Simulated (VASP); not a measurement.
# SiPb2 (Fm-3m) in VASP: a series of runs

SiPb2 is run at these levels: PBE; tasks: single point, relaxation of cell and atoms.

Program: VASP 6.6.1. These are calculated values, not measurements. Logs are shortened: lines on timing, memory, paths and dates and some standing lists are left out, and cuts for length are marked.

### Step 1. The cell of the first run

Symmetry: Fm-3m, No. 225, cubic system. The conventional cell has a = 6.427 Å, b = 6.427 Å, c = 6.427 Å, α = 90.00°, β = 90.00°, γ = 90.00°. Si (site symmetry m-3m) has 8 Pb at 2.78 Å within 3.7 Å. Pb (site symmetry -43m) has 4 Si at 2.78 Å and 6 Pb at 3.21 Å within 3.7 Å.

### Step 2. Single point, PBE

Contents of INCAR:

```
PREC     = Accurate       # precision mode
ENCUT    = 520            # plane-wave cutoff, eV
EDIFF    = 1E-7           # SCF threshold, eV
ISMEAR   = 0              # smearing method
SIGMA    = 0.1            # smearing width, eV
LREAL    = F              # projectors in reciprocal space
LASPH    = T              # aspherical terms in the spheres
NELM     = 100            # most SCF steps
ALGO     = Normal         # electronic algorithm
ISIF     = 2              # what is computed and relaxed
LWAVE    = F              # write WAVECAR
LCHARG   = F              # write CHGCAR
GGA      = PE             # functional
NBANDS   = 23             # bands
```

Contents of KPOINTS:

```
Automatic mesh
0
Gamma
  6 6 6
```

Contents of POSCAR:

```
SiPb2
1.0
    0.0000000000      3.2135456162      3.2135456162
    3.2135456162      0.0000000000      3.2135456162
    3.2135456162      3.2135456162      0.0000000000
Si Pb
1 2
Direct
    0.0000000000      0.0000000000      0.0000000000
    0.7500000000      0.7500000000      0.7500000000
    0.2500000000      0.2500000000      0.2500000000
```

Potentials or basis: VASP PAW PBE potentials, release 64 (Si, Pb_d).

Run with:

```
> cat potpaw_PBE.64/Si/POTCAR potpaw_PBE.64/Pb_d/POTCAR > POTCAR
> mpirun -np 1 vasp_std > vasp.out
```

OUTCAR:

```text
PREC = Accurate
   ENCUT = 520
   EDIFF = 1E-7
   ISMEAR = 0
   LREAL = F
   LASPH = T
   NELM = 100
   ISIF = 2
   GGA = PE

 ion  position               nearest neighbor table
   1  0.000  0.000  0.000-   2 2.78   2 2.78   2 2.78   2 2.78   3 2.78   3 2.78   3 2.78   3 2.78

   2  0.750  0.750  0.750-   1 2.78   1 2.78   1 2.78   1 2.78   3 3.21   3 3.21   3 3.21   3 3.21
                             3 3.21   3 3.21
   3  0.250  0.250  0.250-   1 2.78   1 2.78   1 2.78   1 2.78   2 3.21   2 3.21   2 3.21   2 3.21
                             2 3.21   2 3.21

  LATTYP: Found a face centered cubic cell.
 ALAT       =     6.4270912324

  Lattice vectors:

 A1 = (   0.0000000000,   3.2135456162,   3.2135456162)
 A2 = (   3.2135456162,   0.0000000000,   3.2135456162)
 A3 = (   3.2135456162,   3.2135456162,   0.0000000000)

Analysis of symmetry for initial positions (statically):
=====================================================================
 Subroutine PRICEL returns:
 Original cell was already a primitive cell.

 Routine SETGRP: Setting up the symmetry group for a
 face centered cubic supercell.

 Subroutine GETGRP returns: Found 48 space group operations
 (whereof 48 operations were pure point group operations)
 out of a pool of 48 trial point group operations.

The static configuration has the point symmetry O_h .

Analysis of symmetry for dynamics (positions and initial velocities):
=====================================================================
 Subroutine PRICEL returns:
 Original cell was already a primitive cell.

 Routine SETGRP: Setting up the symmetry group for a
 face centered cubic supercell.

 Subroutine GETGRP returns: Found 48 space group operations
 (whereof 48 operations were pure point group operations)
 out of a pool of 48 trial point group operations.

The dynamic configuration has the point symmetry O_h .

 Subroutine INISYM returns: Found 48 space group operations
 (whereof 48 operations are pure point group operations),
 and found     1 'primitive' translations

----------------------------------------------------------------------------------------

                                     Primitive cell

  volume of cell :      66.3718

[... 75 lines left out ...]
   ISPIN  =      1    spin polarized calculation?
   LNONCOLLINEAR =      F non collinear calculations
   LSORBIT =      F    spin-orbit coupling
   LASPH  =      T    aspherical Exc in radial PAW
   ENCUT  =  520.0 eV  38.22 Ry    6.18 a.u.   8.45  8.45  8.45*2*pi/ulx,y,z
   NELM   =    100;   NELMIN=  2; NELMDL= -5     # of ELM steps
   EDIFF  = 0.1E-06   stopping-criterion for ELM
   LREAL  =      F    real-space projection
   EDIFFG = 0.1E-05   stopping-criterion for IOM
   NSW    =      0    number of steps for IOM
   IBRION =     -1    ionic relax: 0-MD 1-quasi-New 2-CG
   NFREE  =      0    steps in history (QN), initial steepest desc. (CG)
   ISIF   =      2    stress and relaxation
   ISYM   =      2    0-nonsym 1-usesym 2-fastsym
   POTIM  = 0.5000    time-step for ionic-motion
   TEBEG  =    0.0;   TEEND  =   0.0 temperature during run
   PSTRESS=    0.0 pullay stress
   NELECT =      32.0000    total number of electrons
   NUPDOWN=      -1.0000    fix difference up-down
   EMIN   =  10.00;   EMAX   =-10.00  energy-range for DOS
   EFERMI =   0.00;   METHOD = LEGACY
   ISMEAR =     0;   SIGMA  =   0.10  broadening in eV -4-tet -1-fermi 0-gaus
   EFERMI_NEDOS =   21; number of points for ismear=-14 and -15
   IALGO  =     38    algorithm
   IMIX   =      4    mixing-type and parameters
     AMIX     =   0.40;   BMIX     =  1.00
     AMIX_MAG =   1.60;   BMIX_MAG =  1.00
  volume/ion in A,a.u.               =      22.12       149.30
  Fermi-wavevector in a.u.,A,eV,Ry     =   1.283700  2.425842 22.420861  1.647887
  Thomas-Fermi vector in A             =   2.415938
   LORBIT       =      0    0 simple, 1 ext, 2 COOP (PROOUT), +10 PAW based schemes
   GGA     = PE    functional components
   LHFCALC =     F    Hartree Fock is set to
   AEXX    =    0.0000 exact exchange contribution
   IVDW    =     0    specifies the selected vdW correction
   LEPSILON=     F    determine dielectric tensor
   LRPA    =     F    only Hartree local field effects (RPA)
 non-spin polarized calculation
 Gauss-broadening in eV      SIGMA  =   0.10
  energy-cutoff  :      520.00
  volume of cell :       66.37
 maximum number of plane-waves:      1820
 NGX is ok and might be reduce to    36
   NGX = 17   NGY = 17   NGZ = 17

 number of electron      32.0000001 magnetization

 Free energy of the ion-electron system (eV)
  ---------------------------------------------------
  ext. energy  EPLUGINS =         0.00000000
  ---------------------------------------------------
  free energy    TOTEN  =       -10.16912982 eV

  energy without entropy =      -10.16014946  energy(sigma->0) =      -10.16463964

 E-fermi :   9.2431     XC(G=0): -10.8538

 val. band max:        9.1460560545   @ k =   0.3333   0.1667   0.0000
 cond. band min:       9.2620738965   @ k =   0.3333   0.0000   0.0000
 fundamental gap:      0.1160178420
 Fermi energy:         9.2431341880

 k-point     1 :       0.0000    0.0000    0.0000
  band No.  band energies     occupation
      1      -8.1748      2.00000
      2      -8.1748      2.00000
      3      -8.0102      2.00000
      4      -8.0102      2.00000
      5      -8.0102      2.00000
      6      -7.5639      2.00000
[... 405 lines left out ...]
     22      16.8762      0.00000
     23      17.1007      0.00000

------------------------ aborting loop because EDIFF is reached ----------------------------------------

  FORCE on cell =-STRESS in cart. coord.  units (eV):
  Direction    XX          YY          ZZ          XY          YZ          ZX
  --------------------------------------------------------------------------------------
  -------------------------------------------------------------------------------------
  Total       10.1397062     10.1397062     10.1397062     -0.0000000     -0.0000000      0.0000000
  in kB      244.7668240    244.7668240    244.7668240     -0.0000000     -0.0000000      0.0000000
  external PRESSURE =     244.7668240 kB  Pullay stress =       0.0000000 kB

 VOLUME and BASIS-vectors are now :
 -----------------------------------------------------------------------------
  energy-cutoff  :      520.00
  volume of cell :       66.37
      direct lattice vectors                 reciprocal lattice vectors
     0.000000000  3.213545616  3.213545616    -0.155591381  0.155591381  0.155591381
     3.213545616  0.000000000  3.213545616     0.155591381 -0.155591381  0.155591381
     3.213545616  3.213545616  0.000000000     0.155591381  0.155591381 -0.155591381

 POSITION                                       TOTAL-FORCE (eV/Angst)
 -----------------------------------------------------------------------------------
      0.00000      0.00000      0.00000         0.000000     -0.000000      0.000000
      4.82032      4.82032      4.82032        -0.000000     -0.000000      0.000000
      1.60677      1.60677      1.60677         0.000000      0.000000     -0.000000
 -----------------------------------------------------------------------------------
    total drift:                                0.000000      0.000000      0.000000

  FREE ENERGIE OF THE ION-ELECTRON SYSTEM (eV)
  ---------------------------------------------------
  free  energy   TOTEN  =       -10.1691298195 eV

  energy  without entropy=      -10.1601494561  energy(sigma->0) =      -10.16463964
```

OSZICAR:

```text
N       E                     dE             d eps       ncg     rms          rms(c)
DAV:   1     0.330450641889E+03    0.33045E+03   -0.15706E+04   736   0.166E+03
DAV:   2     0.136921213543E+02   -0.31676E+03   -0.30542E+03   757   0.424E+02
DAV:   3    -0.966930385415E+01   -0.23361E+02   -0.22747E+02   904   0.140E+02
DAV:   4    -0.104428664824E+02   -0.77356E+00   -0.77288E+00   884   0.273E+01
DAV:   5    -0.104811882367E+02   -0.38322E-01   -0.38320E-01  1108   0.569E+00    0.327E+00
DAV:   6    -0.102087332033E+02    0.27246E+00   -0.31992E-01  1010   0.653E+00    0.171E+00
DAV:   7    -0.101738266162E+02    0.34907E-01   -0.12424E-01  1173   0.256E+00    0.726E-01
DAV:   8    -0.101697306327E+02    0.40960E-02   -0.14606E-02   988   0.127E+00    0.113E-01
DAV:   9    -0.101690899487E+02    0.64068E-03   -0.15944E-03  1023   0.559E-01    0.481E-02
DAV:  10    -0.101691332801E+02   -0.43331E-04   -0.24268E-04   977   0.106E-01    0.199E-02
DAV:  11    -0.101691300180E+02    0.32621E-05   -0.29626E-05  1051   0.676E-02    0.369E-03
DAV:  12    -0.101691292828E+02    0.73525E-06   -0.35456E-06   968   0.140E-02    0.154E-03
DAV:  13    -0.101691295564E+02   -0.27356E-06   -0.70399E-08   731   0.247E-03    0.687E-04
DAV:  14    -0.101691298126E+02   -0.25621E-06   -0.17730E-08   508   0.116E-03    0.148E-04
DAV:  15    -0.101691298195E+02   -0.69704E-08   -0.65787E-09   466   0.105E-03
   1 F= -.10169130E+02 E0= -.10164640E+02  d E =-.898036E-02
```

It took 21 s on 1 thread of Intel Xeon Platinum 8488C (Sapphire Rapids), shared host; peak memory 0.21 GiB.

Results:

```yaml
Free_energy: -10.1691 eV
Pressure: 24.5 GPa
Band_gap_on_the_k_mesh: zero (band 16 reaches 10.19 eV, above the bottom of band 17 at 8.42 eV)
```

Levels at points of the mesh, in eV from the Fermi level:
| k point | band 12 | band 13 | band 14 | band 15 | band 16 | band 17 | band 18 | band 19 | band 20 | band 21 |
| --- | --- | --- | --- | --- | --- | --- | --- | --- | --- | --- |
| (0.00, 0.00, 0.00) | -4.60 | -2.25 | -1.33 | -1.33 | -1.33 | -0.82 | -0.82 | -0.82 | 4.63 | 4.63 |
| (0.50, 0.00, 0.00) | -10.19 | -4.62 | -2.47 | -2.47 | -0.12 | -0.12 | 0.29 | 4.94 | 5.76 | 6.13 |
| (0.50, 0.50, 0.00) | -8.83 | -7.35 | -4.73 | -4.73 | -1.12 | 4.32 | 5.08 | 5.08 | 6.20 | 6.20 |

Caveat: spin-orbit coupling is left out, which moves the levels of the heavy elements.

### Step 3. Single point, PBE

This run uses another cell than the first one, of 30.11 Å³/atom, 1.361 times its volume.

Contents of INCAR:

```
PREC = Accurate
ENCUT = 520
EDIFF = 1E-7
ISMEAR = 0
SIGMA = 0.1
LREAL = False
LASPH = True
NELM = 100
ALGO = Normal
ISIF = 2
LWAVE = False
LCHARG = True
GGA = PE
LELF = True
LVHAR = True
NBANDS = 23
```

Contents of KPOINTS:

```
regular mesh
0
Gamma
  10 10 10
```

Contents of POSCAR:

```
SiPb2
1.0
    0.0000000000      3.5614149565      3.5614149565
    3.5614149565      0.0000000000      3.5614149565
    3.5614149565      3.5614149565      0.0000000000
Si Pb
1 2
Direct
    0.0000000000      0.0000000000      0.0000000000
    0.7500000000      0.7500000000      0.7500000000
    0.2500000000      0.2500000000      0.2500000000
```

Potentials or basis: VASP PAW PBE potentials, release 64 (Si, Pb_d).

Run with:

```
> cat potpaw_PBE.64/Si/POTCAR potpaw_PBE.64/Pb_d/POTCAR > POTCAR
> mpirun -np 1 vasp_std > vasp.out
```

It took 3.1 min on 1 thread of AMD EPYC 7R43 (Zen 3), shared host; peak memory 0.23 GiB.

Results (log left out):

```
Free energy            : -11.5937 eV
Pressure               : -0.1 GPa
Band gap on the k mesh : zero (band 16 reaches 6.10 eV, above the bottom of band 17 at 5.16 eV)
```

Levels at points of the mesh, in eV from the Fermi level:
| k point | band 12 | band 13 | band 14 | band 15 | band 16 | band 17 | band 18 | band 19 | band 20 | band 21 |
| --- | --- | --- | --- | --- | --- | --- | --- | --- | --- | --- |
| (0.00, 0.00, 0.00) | -6.01 | -3.73 | -0.86 | -0.86 | -0.86 | -0.71 | -0.71 | -0.71 | 3.86 | 3.86 |
| (0.50, 0.00, 0.00) | -8.96 | -5.38 | -1.94 | -1.94 | -0.50 | 0.07 | 0.07 | 3.60 | 4.03 | 4.69 |
| (0.50, 0.50, 0.00) | -7.67 | -7.52 | -3.50 | -3.50 | -0.97 | 2.50 | 3.97 | 3.97 | 4.70 | 4.70 |

Caveat: spin-orbit coupling is left out, which moves the levels of the heavy elements.

### Step 4. Relaxation of cell and atoms, PBE

This run uses another cell than the first one, of 29.92 Å³/atom, 1.352 times its volume.

Contents of INCAR:

```
SYSTEM = SiPb2
PREC = Accurate
ENCUT = 600
EDIFF = 1E-6
ISMEAR = 0
SIGMA = 0.1
LREAL = .FALSE.
LASPH = .TRUE.
NELM = 100
ALGO = Normal
ISIF = 3
LWAVE = .FALSE.
LCHARG = .FALSE.
GGA = PE
IBRION = 2
NSW = 100
EDIFFG = -0.005
```

Contents of KPOINTS:

```
Automatic mesh
0
G
  10 10 10
  0 0 0
```

Contents of POSCAR:

```
SiPb2
1.0
    0.0000000000      3.5537679940      3.5537679940
    3.5537679940      0.0000000000      3.5537679940
    3.5537679940      3.5537679940      0.0000000000
Si Pb
1 2
Direct
    0.0000000000      0.0000000000      0.0000000000
    0.7500000000      0.7500000000      0.7500000000
    0.2500000000      0.2500000000      0.2500000000
```

Potentials or basis: VASP PAW PBE potentials, release 64 (Si, Pb_d).

Run with:

```
> cat potpaw_PBE.64/Si/POTCAR potpaw_PBE.64/Pb_d/POTCAR > POTCAR
> mpirun -np 1 vasp_std > vasp.out
```

OUTCAR:

```text
SYSTEM = SiPb2
   PREC = Accurate
   ENCUT = 600
   EDIFF = 1E-6
   ISMEAR = 0
   LREAL = .FALSE.
   LASPH = .TRUE.
   NELM = 100
   ISIF = 3
   GGA = PE
   IBRION = 2
   NSW = 100
   EDIFFG = -0.005

 ion  position               nearest neighbor table
   1  0.000  0.000  0.000-   2 3.08   2 3.08   2 3.08   3 3.08   3 3.08   3 3.08   3 3.08   2 3.08

   2  0.750  0.750  0.750-   1 3.08   1 3.08   1 3.08   1 3.08   3 3.55   3 3.55   3 3.55   3 3.55
                             3 3.55   3 3.55
   3  0.250  0.250  0.250-   1 3.08   1 3.08   1 3.08   1 3.08   2 3.55   2 3.55   2 3.55   2 3.55
                             2 3.55   2 3.55

  LATTYP: Found a face centered cubic cell.
 ALAT       =     7.1075359880

  Lattice vectors:

 A1 = (   0.0000000000,   3.5537679940,   3.5537679940)
 A2 = (   3.5537679940,   0.0000000000,   3.5537679940)
 A3 = (   3.5537679940,   3.5537679940,   0.0000000000)

Analysis of symmetry for initial positions (statically):
=====================================================================
 Subroutine PRICEL returns:
[... 215 lines left out ...]
  ext. energy  EPLUGINS =         0.00000000
  ---------------------------------------------------
  free energy    TOTEN  =       -11.59379639 eV

  energy without entropy =      -11.58625253  energy(sigma->0) =      -11.59002446

 E-fermi :   5.8782     XC(G=0):  -9.4232

 val. band max:        5.8425485096   @ k =   0.5000   0.3000   0.0000
 cond. band min:       5.9016582014   @ k =   0.2000   0.0000   0.0000
 fundamental gap:      0.0591096919
 Fermi energy:         5.8782431911

 k-point     1 :       0.0000    0.0000    0.0000
  band No.  band energies     occupation
      1     -11.2379      2.00000
      2     -11.2379      2.00000
      3     -11.1526      2.00000
      4     -11.1526      2.00000
      5     -11.1526      2.00000
      6     -10.9937      2.00000
[... 541 lines left out ...]
     19       9.0006      0.00000
     20       9.7293      0.00000

 [... further k-points ...]
[... 5 lines left out ...]
  --------------------------------------------------------------------------------------
  -------------------------------------------------------------------------------------
  Total       -0.0065750     -0.0065750     -0.0065750      0.0000000      0.0000000      0.0000000
  in kB       -0.1166808     -0.1166808     -0.1166808      0.0000000      0.0000000      0.0000000
  external PRESSURE =      -0.1166808 kB  Pullay stress =       0.0000000 kB

 VOLUME and BASIS-vectors are now :
 -----------------------------------------------------------------------------
  energy-cutoff  :      600.00
  volume of cell :       90.28
      direct lattice vectors                 reciprocal lattice vectors
     0.000000000  3.560615996  3.560615996    -0.140425140  0.140425140  0.140425140
     3.560615996 -0.000000000  3.560615996     0.140425140 -0.140425140  0.140425140
     3.560615996  3.560615996 -0.000000000     0.140425140  0.140425140 -0.140425140

 POSITION                                       TOTAL-FORCE (eV/Angst)
 -----------------------------------------------------------------------------------
      0.00000      3.56062      3.56062        -0.000000      0.000000     -0.000000
      5.34092      5.34092      5.34092         0.000000      0.000000      0.000000
      1.78031      1.78031      1.78031        -0.000000     -0.000000     -0.000000
 -----------------------------------------------------------------------------------
    total drift:                                0.000000     -0.000000      0.000000

  FREE ENERGIE OF THE ION-ELECTRON SYSTEM (eV)
  ---------------------------------------------------
  free  energy   TOTEN  =       -11.5937963937 eV

  energy  without entropy=      -11.5862525325  energy(sigma->0) =      -11.59002446

 reached required accuracy - stopping structural energy minimisation
```

CONTCAR:

```text
SiPb2
   1.00000000000000
     0.0000000000000000    3.5606159962859247    3.5606159962859247
     3.5606159962859247   -0.0000000000000000    3.5606159962859247
     3.5606159962859247    3.5606159962859247   -0.0000000000000000
  Si              Pb
     1     2
Direct
     1.0000000000000000    0.0000000000000000    0.0000000000000000
     0.7500000000000000    0.7500000000000000    0.7500000000000000
     0.2500000000000000    0.2500000000000000    0.2500000000000000

  0.00000000E+00  0.00000000E+00  0.00000000E+00
  0.00000000E+00  0.00000000E+00  0.00000000E+00
  0.00000000E+00  0.00000000E+00  0.00000000E+00
```

Run time: 3.9 min. Hardware: 1 thread of AMD EPYC 7R43 (Zen 3), shared host; peak memory 0.25 GiB.

Results:

| Quantity | Value |
| --- | --- |
| Free energy | -11.5938 eV |
| Relaxed volume | 30.09 Å³/atom |
| Relaxed cell | a = 5.035 Å, b = 5.035 Å, c = 5.035 Å, α = 60.00°, β = 60.00°, γ = 60.00° |
| Space group after relaxing (to 0.05 Å) | Fm-3m (No. 225) |
| Energy gained by relaxing | 0.1 meV/atom |
| Ionic steps | 2 |
| Pressure after relaxing | 0.0 GPa |
| Band gap on the k mesh | zero (band 16 reaches 6.11 eV, above the bottom of band 17 at 5.17 eV) |

The path:
| step | energy change (eV) | largest force (eV/Å) | pressure (GPa) | volume (Å³) |
| --- | --- | --- | --- | --- |
| 1 | 0.0000 | 0.0000 | 0.21 | 89.76 |
| 2 | -0.0003 | 0.0000 | -0.01 | 90.28 |

Final structure:
```
CELL_PARAMETERS angstrom
0.00000 3.56062 3.56062
3.56062 0.00000 3.56062
3.56062 3.56062 0.00000
ATOMIC_POSITIONS crystal
Si 0.00000 0.00000 0.00000
Pb 0.75000 0.75000 0.75000
Pb 0.25000 0.25000 0.25000
```

Levels at points of the mesh, in eV from the Fermi level:
```csv
k point,band 13,band 14,band 15,band 16,band 17,band 18,band 19,band 20
"(0.00, 0.00, 0.00)",-3.73,-0.86,-0.86,-0.86,-0.71,-0.71,-0.71,3.86
"(0.50, 0.00, 0.00)",-5.38,-1.95,-1.95,-0.50,0.07,0.07,3.61,4.03
"(0.50, 0.50, 0.00)",-7.52,-3.50,-3.50,-0.97,2.50,3.97,3.97,4.71
```

Caveat: spin-orbit coupling is left out, which moves the levels of the heavy elements.

### Step 5. Overview

```csv
task,cell,k mesh,cutoff (eV),gap on the mesh (eV),pressure (GPa)
single point,"a = 4.545 Å, angles 60.0°, 3 atoms",6 × 6 × 6,520,none,24.5
single point,"a = 5.037 Å, angles 60.0°, 3 atoms",10 × 10 × 10,520,none,-0.1
relaxation of cell and atoms,"relaxed from a = 5.026 Å, angles 60.0°, 3 atoms",10 × 10 × 10,600,none,0.0
```

Alike in all rows: level PBE; potentials or basis VASP PAW PBE potentials, release 64 (Si, Pb_d); no spin polarisation; smearing gaussian 0.1 eV.

Caveats: spin-orbit coupling is left out, which moves the levels of the heavy elements.

Absolute energies hang on the potentials; compare differences alone.
